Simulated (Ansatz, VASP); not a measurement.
**V in VASP and in Ansatz**

```
V
1.0
    -1.47920    1.47920    1.47920
     1.47920   -1.47920    1.47920
     1.47920    1.47920   -1.47920
V
1
Direct
  0.00000 0.00000 0.00000
```

Alike in both runs: task single point; functional PBEsol; k mesh 20 × 20 × 20; occupations gaussian, width 0.05 eV; collinear spin.

```csv
,VASP,Ansatz
version,VASP 6.6.1,Ansatz 0.2.0
potentials or method,"VASP PAW PBE potentials, release 64 (V_sv), cutoff 520 eV","scalar-relativistic, plane waves, PAW"
valence electrons in the cell,13,13
```

|  | VASP | Ansatz | Ansatz less VASP |
| --- | --- | --- | --- |
| pressure (GPa) | 0.3 | 0.1 | -0.22 |
| net moment per atom (μB) | 0.00 | 0.00 | 0.000 |

VASP's potentials were made for PBE, not for PBEsol. Ansatz's warnings: seeded moment not kept.
